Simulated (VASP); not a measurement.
Runs of VASP 6.6.1 on Sn3Te. The structure is that of space group Pm-3m (No. 221), or close to it. The cells are those of the table. 

```tsv
task	level	cell	k mesh	cutoff (eV)	smearing	gap on the mesh (eV)	pressure (GPa)	relaxed volume (Å³/atom)
single point	PBE	a = 4.914 Å, 4 atoms	4 × 4 × 4	520	gaussian 0.1 eV	none	-1.2	-
single point	PBEsol	a = 4.752 Å, 4 atoms	2 × 2 × 2	520	gaussian 0.1 eV	none	0.0	-
single point	PBE	a = 4.866 Å, 4 atoms	4 × 4 × 4	520	gaussian 0.1 eV	none	-0.1	-
relaxation of cell and atoms	PBE	relaxed from a = 4.866 Å, 4 atoms	4 × 4 × 4	600	gaussian 0.1 eV	none	0.0	28.76
single point	PBE	a = 4.863 Å, 4 atoms	4 × 4 × 4	520	gaussian 0.1 eV	none	0.0	-
single point	PBEsol	a = 4.866 Å, 4 atoms	4 × 4 × 4	520	gaussian 0.087 eV	none	-2.8	-
single point	PBE+D3(BJ)	a = 4.866 Å, 4 atoms	4 × 4 × 4	520	gaussian 0.1 eV	none	(b)	-
single point	PBE	a = 4.866 Å, 4 atoms	4 × 4 × 4	520	methfessel-paxton 0.0066 eV	none	(a)	-
single point	PBE	a = 4.866 Å, 4 atoms	2 × 2 × 2	520	fermi-dirac 0.051704 eV	none	-1.0	-
relaxation of volume and atoms at fixed shape	PBEsol	relaxed from a = 4.866 Å, 4 atoms	2 × 2 × 2	600	gaussian 0.1 eV	none	0.0	(c)
```

Alike in all rows: potentials or basis VASP PAW PBE potentials, release 64 (Sn_d, Te); no spin polarisation.

Task: Estimate the missing entries.

Result: (a) -0.2; (b) -2.3; (c) 26.83.

Caveats: some runs use coarse meshes; spin-orbit coupling is left out, which moves the levels of the heavy elements; the PAW data sets were made with another functional, which shifts forces and pressure a little (some runs); pairwise dispersion overbinds metals, which lowers pressure and volume (some runs).

A k mesh can miss the band edges, and the runs leave out spin-orbit coupling on Sn, Te.

A gap of «none» marks levels without a gap at the run's occupations.
